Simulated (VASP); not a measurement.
# MgO (Fm-3m) in VASP: a series of runs

Aim: see how the results for MgO move with the level of theory and the settings. Levels: LDA, PBE, PBEsol. Tasks: single point.

Program: VASP 6.6.1. These are calculated values, not measurements. Logs are shortened: lines on timing, memory, paths and dates and some standing lists are left out, and cuts for length are marked.

### 1 The cell of the first run

It takes space group Fm-3m (No. 225, cubic). The conventional cell has a = 4.346 Å, b = 4.346 Å, c = 4.346 Å, α = 90.00°, β = 90.00°, γ = 90.00°. Within 2.9 Å of Mg (site symmetry m-3m) lie 6 O at 2.17 Å. Within 2.9 Å of O (site symmetry m-3m) lie 6 Mg at 2.17 Å.

### 2 Single point, LDA

INCAR

```
SYSTEM = MgO
ALGO = Normal ; EDIFF = 1E-7
ENCUT = 520 ; ISIF = 2
ISMEAR = 0 ; LASPH = .True.
LCHARG = .False. ; LREAL = .False.
LWAVE = .False. ; NBANDS = 11
NELM = 60 ; PREC = Accurate
SIGMA = 0.01
```

KPOINTS

```
k-points
0
Gamma
  6 6 6
  0 0 0
```

POSCAR

```
MgO
1.0
    0.0000000000      2.1729495000      2.1729495000
    2.1729495000      0.0000000000      2.1729495000
    2.1729495000      2.1729495000      0.0000000000
Mg O
1 1
Direct
    0.0000000000      0.0000000000      0.0000000000
    0.5000000000      0.5000000000      0.5000000000
```

Potentials or basis: VASP PAW LDA potentials, release 64 (Mg, O).

Command:

```bash
$ cat potpaw_LDA.64/Mg/POTCAR potpaw_LDA.64/O/POTCAR > POTCAR
$ mpirun -np 1 vasp_std > vasp.out
```

OUTCAR:

```text
SYSTEM = MgO
   EDIFF = 1E-7
   ENCUT = 520
   ISIF = 2
   ISMEAR = 0
   LASPH = .True.
   LREAL = .False.
   NELM = 60
   PREC = Accurate

 ion  position               nearest neighbor table
   1  0.000  0.000  0.000-   2 2.17   2 2.17   2 2.17   2 2.17   2 2.17   2 2.17
   2  0.500  0.500  0.500-   1 2.17   1 2.17   1 2.17   1 2.17   1 2.17   1 2.17

  LATTYP: Found a face centered cubic cell.
 ALAT       =     4.3458990000

  Lattice vectors:

 A1 = (   0.0000000000,   2.1729495000,   2.1729495000)
 A2 = (   2.1729495000,   0.0000000000,   2.1729495000)
 A3 = (   2.1729495000,   2.1729495000,   0.0000000000)

Analysis of symmetry for initial positions (statically):
=====================================================================
 Subroutine PRICEL returns:
 Original cell was already a primitive cell.

 Routine SETGRP: Setting up the symmetry group for a
 face centered cubic supercell.

 Subroutine GETGRP returns: Found 48 space group operations
 (whereof 48 operations were pure point group operations)
 out of a pool of 48 trial point group operations.

The static configuration has the point symmetry O_h .

Analysis of symmetry for dynamics (positions and initial velocities):
=====================================================================
 Subroutine PRICEL returns:
 Original cell was already a primitive cell.

 Routine SETGRP: Setting up the symmetry group for a
 face centered cubic supercell.

 Subroutine GETGRP returns: Found 48 space group operations
 (whereof 48 operations were pure point group operations)
 out of a pool of 48 trial point group operations.

The dynamic configuration has the point symmetry O_h .

 Subroutine INISYM returns: Found 48 space group operations
 (whereof 48 operations are pure point group operations),
 and found     1 'primitive' translations

----------------------------------------------------------------------------------------

                                     Primitive cell

  volume of cell :      20.5201

  direct lattice vectors                    reciprocal lattice vectors
     0.000000000  2.172949500  2.172949500    -0.230101988  0.230101988  0.230101988
     2.172949500  0.000000000  2.172949500     0.230101988 -0.230101988  0.230101988
     2.172949500  2.172949500  0.000000000     0.230101988  0.230101988 -0.230101988

  length of vectors
     3.073014653  3.073014653  3.073014653     0.398548334  0.398548334  0.398548334

  position of ions in fractional coordinates (direct lattice)
     0.000000000  0.000000000  0.000000000
     0.500000000  0.500000000  0.500000000

  ion indices of the primitive-cell ions
   primitive index   ion index
                 1           1
                 2           2

----------------------------------------------------------------------------------------

 KPOINTS: k-points

Automatic generation of k-mesh.
 Grid dimensions read from file:
 generate k-points for:    6    6    6

 Generating k-lattice:

  Cartesian coordinates                     Fractional coordinates (reciprocal lattice)
    -0.038350331  0.038350331  0.038350331     0.166666667  0.000000000  0.000000000
     0.038350331 -0.038350331  0.038350331     0.000000000  0.166666667  0.000000000
     0.038350331  0.038350331 -0.038350331     0.000000000  0.000000000  0.166666667

  Length of vectors
     0.066424722  0.066424722  0.066424722

  Shift w.r.t. Gamma in fractional coordinates (k-lattice)
     0.000000000  0.000000000  0.000000000

 Subroutine IBZKPT returns following result:
 ===========================================

 Found     16 irreducible k-points:

 Following reciprocal coordinates:
            Coordinates               Weight
  0.000000  0.000000  0.000000      1.000000
  0.166667  0.000000  0.000000      8.000000
  0.333333  0.000000  0.000000      8.000000
  0.500000  0.000000  0.000000      4.000000
  0.166667  0.166667  0.000000      6.000000
  0.333333  0.166667  0.000000     24.000000
[... 8 lines left out ...]
 -0.333333  0.333333  0.166667     24.000000
 -0.333333  0.500000  0.166667     12.000000
   k-points           NKPTS =     16   k-points in BZ     NKDIM =     16   number of bands    NBANDS=     11
   number of dos      NEDOS =    301   number of ions     NIONS =      2
   total plane-waves  NPLWV =  13824
   dimension x,y,z NGX =    24 NGY =   24 NGZ =   24
   dimension x,y,z NGXF=    48 NGYF=   48 NGZF=   48
   ions per type =               1   1
   NGX,Y,Z   is equivalent  to a cutoff of  12.98, 12.98, 12.98 a.u.
   NGXF,Y,Z  is equivalent  to a cutoff of  25.97, 25.97, 25.97 a.u.
 SYSTEM =  MgO
   PREC   = accura    normal or accurate (medium, high low for compatibility)
   ISTART =      0    job   : 0-new  1-cont  2-samecut
   ICHARG =      2    charge: 1-file 2-atom 10-const
   ISPIN  =      1    spin polarized calculation?
   LNONCOLLINEAR =      F non collinear calculations
   LSORBIT =      F    spin-orbit coupling
   LASPH  =      T    aspherical Exc in radial PAW
   ENCUT  =  520.0 eV  38.22 Ry    6.18 a.u.   5.71  5.71  5.71*2*pi/ulx,y,z
   NELM   =     60;   NELMIN=  2; NELMDL= -5     # of ELM steps
   EDIFF  = 0.1E-06   stopping-criterion for ELM
   LREAL  =      F    real-space projection
   EDIFFG = 0.1E-05   stopping-criterion for IOM
   NSW    =      0    number of steps for IOM
   IBRION =     -1    ionic relax: 0-MD 1-quasi-New 2-CG
   NFREE  =      0    steps in history (QN), initial steepest desc. (CG)
   ISIF   =      2    stress and relaxation
   ISYM   =      2    0-nonsym 1-usesym 2-fastsym
   POTIM  = 0.5000    time-step for ionic-motion
   TEBEG  =    0.0;   TEEND  =   0.0 temperature during run
   PSTRESS=    0.0 pullay stress
   NELECT =       8.0000    total number of electrons
   NUPDOWN=      -1.0000    fix difference up-down
   EMIN   =  10.00;   EMAX   =-10.00  energy-range for DOS
   EFERMI =   0.00;   METHOD = LEGACY
   ISMEAR =     0;   SIGMA  =   0.01  broadening in eV -4-tet -1-fermi 0-gaus
   EFERMI_NEDOS =   21; number of points for ismear=-14 and -15
   IALGO  =     38    algorithm
   IMIX   =      4    mixing-type and parameters
     AMIX     =   0.40;   BMIX     =  1.00
     AMIX_MAG =   1.60;   BMIX_MAG =  1.00
  volume/ion in A,a.u.               =      10.26        69.24
  Fermi-wavevector in a.u.,A,eV,Ry     =   1.195947  2.260012 19.460260  1.430289
  Thomas-Fermi vector in A             =   2.331899
   LORBIT       =      0    0 simple, 1 ext, 2 COOP (PROOUT), +10 PAW based schemes
   GGA     = CA    functional components
   LHFCALC =     F    Hartree Fock is set to
   AEXX    =    0.0000 exact exchange contribution
   IVDW    =     0    specifies the selected vdW correction
   LEPSILON=     F    determine dielectric tensor
   LRPA    =     F    only Hartree local field effects (RPA)
 non-spin polarized calculation
 Gauss-broadening in eV      SIGMA  =   0.01
  energy-cutoff  :      520.00
  volume of cell :       20.52
 maximum number of plane-waves:       568
   NGX = 11   NGY = 11   NGZ = 11

 number of electron       7.9999995 magnetization

 Free energy of the ion-electron system (eV)
  ---------------------------------------------------
  ext. energy  EPLUGINS =         0.00000000
  ---------------------------------------------------
  free energy    TOTEN  =       -13.26789768 eV

  energy without entropy =      -13.26789768  energy(sigma->0) =      -13.26789768

 E-fermi :   2.2604     XC(G=0): -11.1464

 val. band max:        2.2049756567   @ k =   0.0000   0.0000   0.0000
 cond. band min:       6.0003298184   @ k =   0.0000   0.0000   0.0000
 fundamental gap:      3.7953541617
 Fermi energy:         2.2604276361

 k-point     1 :       0.0000    0.0000    0.0000
  band No.  band energies     occupation
      1     -14.3329      2.00000
      2       2.2050      2.00000
      3       2.2050      2.00000
      4       2.2050      2.00000
      5       6.0003      0.00000
      6      17.2170      0.00000
      7      17.2170      0.00000
      8      17.2170      0.00000
      9      21.0047      0.00000
     10      22.5348      0.00000
     11      22.5348      0.00000

 k-point     2 :       0.1667    0.0000    0.0000
  band No.  band energies     occupation
      1     -14.0835      2.00000
      2       0.7438      2.00000
      3       2.0543      2.00000
      4       2.0543      2.00000
      5       7.4232      0.00000
      6      14.9412      0.00000
      7      17.6765      0.00000
      8      17.6765      0.00000
      9      21.0494      0.00000
     10      21.0494      0.00000
     11      22.8009      0.00000

 k-point     3 :       0.3333    0.0000    0.0000
  band No.  band energies     occupation
      1     -13.5266      2.00000
      2      -1.2421      2.00000
      3       1.7718      2.00000
      4       1.7718      2.00000
      5       9.0174      0.00000
      6      13.5478      0.00000
      7      17.5989      0.00000
      8      17.5989      0.00000
      9      21.7804      0.00000
     10      21.7804      0.00000
     11      21.8665      0.00000

 k-point     4 :       0.5000    0.0000    0.0000
  band No.  band energies     occupation
      1     -13.2107      2.00000
      2      -2.0957      2.00000
      3       1.6387      2.00000
      4       1.6387      2.00000
      5       9.3695      0.00000
      6      13.5731      0.00000
      7      17.2672      0.00000
      8      17.2672      0.00000
      9      21.4267      0.00000
     10      23.2202      0.00000
     11      23.2202      0.00000

 k-point     5 :       0.1667    0.1667    0.0000
  band No.  band energies     occupation
      1     -14.0064      2.00000
      2       0.6738      2.00000
      3       1.8510      2.00000
      4       1.8510      2.00000
      5       7.8812      0.00000
      6      14.3546      0.00000
      7      17.8329      0.00000
      8      17.8329      0.00000
      9      18.4582      0.00000
     10      23.3296      0.00000
     11      25.6264      0.00000
[... 99 lines left out ...]
 k-point    13 :       0.5000    0.5000    0.0000
  band No.  band energies     occupation
      1     -12.9731      2.00000
      2      -1.5713      2.00000
      3       0.9602      2.00000
      4       0.9602      2.00000
      5      10.9335      0.00000
      6      10.9902      0.00000
      7      14.1491      0.00000
      8      19.4746      0.00000
      9      19.4746      0.00000
     10      25.5388      0.00000
     11      27.5290      0.00000

 k-point    14 :       0.5000    0.3333    0.1667
  band No.  band energies     occupation
      1     -13.1982      2.00000
      2      -1.0976      2.00000
      3       0.5081      2.00000
      4       1.2855      2.00000
      5      11.1378      0.00000
      6      12.6451      0.00000
      7      14.4773      0.00000
      8      17.9276      0.00000
      9      20.3138      0.00000
     10      23.5956      0.00000
     11      28.1144      0.00000

 k-point    15 :      -0.3333    0.3333    0.1667
  band No.  band energies     occupation
      1     -13.0038      2.00000
      2      -1.1226      2.00000
      3      -0.0622      2.00000
      4       1.0505      2.00000
      5      11.9384      0.00000
      6      13.1225      0.00000
      7      13.7083      0.00000
      8      17.2638      0.00000
      9      21.5973      0.00000
     10      22.6623      0.00000
     11      28.0404      0.00000

 k-point    16 :      -0.3333    0.5000    0.1667
  band No.  band energies     occupation
      1     -12.9413      2.00000
      2      -1.0788      2.00000
      3       0.1441      2.00000
      4       0.6569      2.00000
      5      12.1672      0.00000
      6      12.2958      0.00000
      7      13.6741      0.00000
      8      17.1810      0.00000
      9      20.7684      0.00000
     10      25.2850      0.00000
     11      26.5468      0.00000

------------------------ aborting loop because EDIFF is reached ----------------------------------------

  FORCE on cell =-STRESS in cart. coord.  units (eV):
  Direction    XX          YY          ZZ          XY          YZ          ZX
  --------------------------------------------------------------------------------------
  -------------------------------------------------------------------------------------
  Total       -2.4278918     -2.4278918     -2.4278918      0.0000000     -0.0000000      0.0000000
  in kB     -189.5662481   -189.5662481   -189.5662481      0.0000000     -0.0000000      0.0000000
  external PRESSURE =    -189.5662481 kB  Pullay stress =       0.0000000 kB

 VOLUME and BASIS-vectors are now :
 -----------------------------------------------------------------------------
  energy-cutoff  :      520.00
  volume of cell :       20.52
      direct lattice vectors                 reciprocal lattice vectors
     0.000000000  2.172949500  2.172949500    -0.230101988  0.230101988  0.230101988
     2.172949500  0.000000000  2.172949500     0.230101988 -0.230101988  0.230101988
     2.172949500  2.172949500  0.000000000     0.230101988  0.230101988 -0.230101988

 POSITION                                       TOTAL-FORCE (eV/Angst)
 -----------------------------------------------------------------------------------
      0.00000      0.00000      0.00000         0.000000      0.000000      0.000000
      2.17295      2.17295      2.17295        -0.000000     -0.000000      0.000000
 -----------------------------------------------------------------------------------
    total drift:                               -0.000000     -0.000000      0.000000

  FREE ENERGIE OF THE ION-ELECTRON SYSTEM (eV)
  ---------------------------------------------------
  free  energy   TOTEN  =       -13.2678976757 eV

  energy  without entropy=      -13.2678976757  energy(sigma->0) =      -13.26789768
```

Wall time 3.3 s (1 thread of Intel Xeon Platinum 8259CL at 2.50GHz (Skylake/Cascade Lake), shared host); peak memory 0.12 GiB.

Results:

```yaml
Free_energy: -13.2679 eV
Pressure: -19.0 GPa
Band_gap_on_the_k_mesh: 3.80 eV, direct
```

Levels at points of the mesh, in eV from the valence-band top:
| k point | band 1 | band 2 | band 3 | band 4 | band 5 | band 6 | band 7 | band 8 |
| --- | --- | --- | --- | --- | --- | --- | --- | --- |
| (0.00, 0.00, 0.00) | -16.54 | 0.00 | 0.00 | 0.00 | 3.80 | 15.01 | 15.01 | 15.01 |
| (0.50, 0.00, 0.00) | -15.42 | -4.30 | -0.57 | -0.57 | 7.16 | 11.37 | 15.06 | 15.06 |
| (0.50, 0.50, 0.00) | -15.18 | -3.78 | -1.24 | -1.24 | 8.73 | 8.79 | 11.94 | 17.27 |

As with any semilocal functional, this LDA gap is likely too small.

### 3 Single point, PBE

INCAR

```
  PREC = Accurate
  ENCUT = 520
  EDIFF = 1E-7
  ISMEAR = 0
  SIGMA = 0.01
  LREAL = False
  LASPH = True
  NELM = 100
  ALGO = Normal
  ISIF = 2
  LWAVE = False
  LCHARG = False
  GGA = PE
  NBANDS = 11
```

KPOINTS

```
regular mesh
0
Gamma
  6 6 6
```

POSCAR is that of step 2.

Potentials or basis: VASP PAW PBE potentials, release 64 (Mg, O).

Command:

```bash
$ cat potpaw_PBE.64/Mg/POTCAR potpaw_PBE.64/O/POTCAR > POTCAR
$ mpirun -np 1 vasp_std > vasp.out
```

Wall time 4.5 s (1 thread of Intel Xeon Platinum 8259CL at 2.50GHz (Skylake/Cascade Lake), shared host); peak memory 0.13 GiB.

The run converged. Its results:

| Item | Value |
| --- | --- |
| Free energy | -11.8716 eV |
| Pressure | -9.1 GPa |
| Band gap on the k mesh | 3.87 eV, direct |

Levels at points of the mesh, in eV from the valence-band top:
```tsv
k point	band 1	band 2	band 3	band 4	band 5	band 6	band 7	band 8	band 9
(0.00, 0.00, 0.00)	-16.81	0.00	0.00	0.00	3.87	15.26	15.26	15.26	18.94
(0.50, 0.00, 0.00)	-15.75	-4.22	-0.56	-0.56	7.32	11.56	15.36	15.36	19.52
(0.50, 0.50, 0.00)	-15.52	-3.71	-1.22	-1.22	8.98	8.99	12.13	17.58	17.58
```

PBE gaps usually lie below the measured ones, often by a third to a half.

### 4 Single point, PBEsol

INCAR

```
PREC     = Accurate       # precision mode
ENCUT    = 520            # plane-wave cutoff, eV
EDIFF    = 1E-6           # SCF threshold, eV
ISMEAR   = 0              # smearing method
SIGMA    = 0.01           # smearing width, eV
LREAL    = False          # projectors in reciprocal space
LASPH    = True           # aspherical terms in the spheres
NELM     = 60             # most SCF steps
ALGO     = Normal         # electronic algorithm
ISIF     = 2              # what is computed and relaxed
LWAVE    = False          # write WAVECAR
LCHARG   = False          # write CHGCAR
GGA      = PS             # functional
NBANDS   = 11             # bands
```

KPOINTS is that of step 3.

POSCAR is that of step 3.

Command:

```bash
$ cat potpaw_PBE.64/Mg/POTCAR potpaw_PBE.64/O/POTCAR > POTCAR
$ mpirun -np 1 vasp_std > vasp.out
```

Run time: 4.3 s. Hardware: 1 thread of Intel Xeon Platinum 8259CL at 2.50GHz (Skylake/Cascade Lake), shared host; peak memory 0.14 GiB.

The run converged. Its results:

```yaml
Free_energy: -12.4345 eV
Pressure: -12.6 GPa
Band_gap_on_the_k_mesh: 3.78 eV, direct
```

Levels at points of the mesh, in eV from the valence-band top:
```tsv
k point	band 1	band 2	band 3	band 4	band 5	band 6	band 7	band 8
(0.00, 0.00, 0.00)	-16.75	0.00	0.00	0.00	3.78	15.11	15.11	15.11
(0.50, 0.00, 0.00)	-15.66	-4.28	-0.56	-0.56	7.17	11.47	15.24	15.24
(0.50, 0.50, 0.00)	-15.43	-3.77	-1.24	-1.24	8.80	8.91	12.02	17.47
```

Caveat: the PAW data sets were made with another functional, which shifts forces and pressure a little.

### 5 Overview

```csv
level,potentials or basis,gap on the mesh (eV),pressure (GPa)
LDA,"VASP PAW LDA potentials, release 64 (Mg, O)",3.80,-19.0
PBE,"VASP PAW PBE potentials, release 64 (Mg, O)",3.87,-9.1
PBEsol,"VASP PAW PBE potentials, release 64 (Mg, O)",3.78,-12.6
```

Alike in all rows: task single point; no spin polarisation; cell as given; k mesh 6 × 6 × 6; cutoff (eV) 520; smearing gaussian 0.01 eV.

Caveats: the PAW data sets were made with another functional, which shifts forces and pressure a little (some runs).

Total energies depend on the potentials used, so only differences within one code and one set of settings carry meaning.
